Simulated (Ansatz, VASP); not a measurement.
# Two plane-wave programs on Na3H2

File INCAR:

```
SYSTEM = Na3H2
ALGO = Normal ; EDIFF = 1E-6
ENCUT = 520 ; GGA = PE
ISIF = 2 ; ISMEAR = 0
LASPH = .True. ; LCHARG = .False.
LREAL = .False. ; LWAVE = .False.
NBANDS = 20 ; NELM = 60
PREC = Accurate ; SIGMA = 0.1
```

The input KPOINTS:

```
k-points
0
Gamma
  4 4 4
  0 0 0
```

The input POSCAR:

```
Na3H2
1.0
    4.4139805200      0.0000000000      0.0000000000
    0.0000000000      4.4139805200      0.0000000000
    0.0000000000      0.0000000000      6.2423111100
Na H
3 2
Direct
    0.0000000000      0.0000000000      0.0000000000
    0.5000000000      0.5000000000      0.5000000000
    0.0000000000      0.0000000000      0.5000000000
    0.5000000000      0.0000000000      0.7500000000
    0.0000000000      0.5000000000      0.2500000000
```

Input for Ansatz:

```yaml
crystal:
  lattice:
    - [4.41398052, 0.0, 0.0]
    - [0.0, 4.41398052, 0.0]
    - [0.0, 0.0, 6.24231111]
  atoms:
    - { symbol: Na, position: [0.0, 0.0, 0.0] }
    - { symbol: Na, position: [0.5, 0.5, 0.5] }
    - { symbol: Na, position: [0.0, 0.0, 0.5] }
    - { symbol: H, position: [0.5, 0.0, 0.75] }
    - { symbol: H, position: [0.0, 0.5, 0.25] }
basis:
  ecutwfc: 420
kpoints:
  mp_grid: { grid: [4, 4, 4] }
hamiltonian:
  xc: pbe
scf:
  occupations: { method: gaussian, width: 0.1 }
  lower_state_search: "off"
output:
  forces: true
  stress: true
  eigenvalues: true
```

Change from the starting cell: ordered vacancies on the cation sites of antifluorite (P-4m2, No. 115).

Alike in both runs: task single point; functional PBE; k mesh 4 × 4 × 4; occupations gaussian, width 0.1 eV; no spin polarisation.

|  | VASP | Ansatz |
| --- | --- | --- |
| version | VASP 6.6.1 | Ansatz 0.2.0 |
| potentials or method | VASP PAW PBE potentials, release 64 (Na_pv, H), cutoff 520 eV | scalar-relativistic, plane waves, PAW |
| valence electrons in the cell | 23 | 29 |

```csv
,VASP,Ansatz,Ansatz less VASP
gap on the k mesh at the Fermi level (eV),none,none,-
pressure (GPa),-1.5,-1.4,+0.02
"traceless stress, the component that is largest in VASP (GPa)",0.18,0.18,0.000
rms of the force components (eV/Å),0.132,0.132,0.0000
```

Atom by atom the forces differ by 0.000 eV/Å (rms over components). A gap of «none» marks a metal or a gap that the smearing closes. With one functional, cell and mesh, what is left measures potentials, basis and numerics. VASP's potentials hold 23 valence electrons a cell and Ansatz's 29, so a difference there can come from the potentials and not from the codes.
